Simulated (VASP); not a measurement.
Crystal: Sb2S.

```
Sb S
1.0
    -2.39192    2.39192    2.96422
     2.39192   -2.39192    2.96422
     2.39192    2.39192   -2.96422
Sb S
2 1
Direct
  0.25000 0.75000 0.50000
  0.75000 0.25000 0.50000
  0.00000 0.00000 0.00000
```

| Property | Result |
| --- | --- |
| Program | VASP 6.6.1 |
| Task | relaxation of cell and atoms |
| Functional | PBE |
| Potentials or basis | VASP PAW PBE potentials, release 64 (Sb, S) |
| Cutoff | 600 eV |
| k mesh | 6 × 6 × 6 |
| Occupations | gaussian, width 0.1 eV |
| Spin | no spin polarisation |

At the start: pressure 12.8 GPa; volume 22.61 Å³/atom.

Task: Where does the relaxation end?

Result: Over 7 steps the energy falls by 151.2 meV/atom and the volume is 27.06 Å³/atom (+19.7 %); space group I4/mmm (No. 139, to 0.05 Å).

The path:
```csv
step,energy change (eV),largest force (eV/Å),pressure (GPa),volume (Å³)
1,0.0000,0.0000,12.84,67.84
2,-0.3338,0.0000,-3.71,87.23
3,-0.4244,0.0000,0.10,80.05
4,-0.4243,0.0000,-0.07,80.30
5,-0.4368,0.0000,-0.06,80.59
6,-0.4526,0.0000,0.06,81.35
7,-0.4536,0.0000,0.01,81.18
```

Final structure:
```
Sb S
1.0
    -2.58135    2.58135    3.04572
     2.58135   -2.58135    3.04572
     2.58135    2.58135   -3.04572
Sb S
2 1
Direct
  0.25000 0.75000 0.50000
  0.75000 0.25000 0.50000
  0.00000 0.00000 0.00000
```

Caveat: the volume moved by over 15 % at a fixed basis, so the end points are rough.
